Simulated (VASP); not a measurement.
Wanted: the native input for a VASP 6.6.1 run.

```
Task                   : single point
Functional             : PBE
Potentials or basis    : VASP PAW PBE potentials, release 64 (Ga_d)
Cutoff                 : 520 eV
k mesh                 : 20 × 20 × 20
Occupations            : fermi-dirac, width 0.0612256 eV
Spin                   : no spin polarisation
Dipole correction      : no
Further INCAR settings : ALGO = Normal; EDIFF = 1e-07; NBANDS = 12
```

The structure of Ga lies in POSCAR:

```
Ga
1.0
    2.7019243985      0.0000000000      0.0000000000
    0.0000000000      2.7019243985      0.0000000000
    0.0000000000      0.0000000000      2.7019243985
Ga
1
Direct
    0.0000000000      0.0000000000      0.0000000000
```

This isn't the form of Ga at room conditions, which is orthorhombic.

One way to write it, as run:

INCAR

```
PREC = Accurate
ENCUT = 520
EDIFF = 1E-7
ISMEAR = -1
SIGMA = 0.06122561905347299
LREAL = F
LASPH = T
NELM = 100
ALGO = Normal
ISIF = 2
LWAVE = F
LCHARG = F
GGA = PE
NBANDS = 12
```

KPOINTS

```
Automatic mesh
0
Gamma
  20 20 20
```

Potentials or basis: VASP PAW PBE potentials, release 64 (Ga_d).

Run with:

```sh
$ cat potpaw_PBE.64/Ga_d/POTCAR > POTCAR
$ mpirun -np 1 vasp_std > vasp.out
```

It gave:

| Quantity | Value |
| --- | --- |
| Pressure | 0.9 GPa |
| Band gap on the k mesh | zero (an odd number of electrons rules out a gap without spin polarisation) |

It took 34 s on 1 thread of Intel(R) Xeon(R) Platinum 8488C (Sapphire Rapids), with other jobs on the host, peak memory 0.17 GiB.
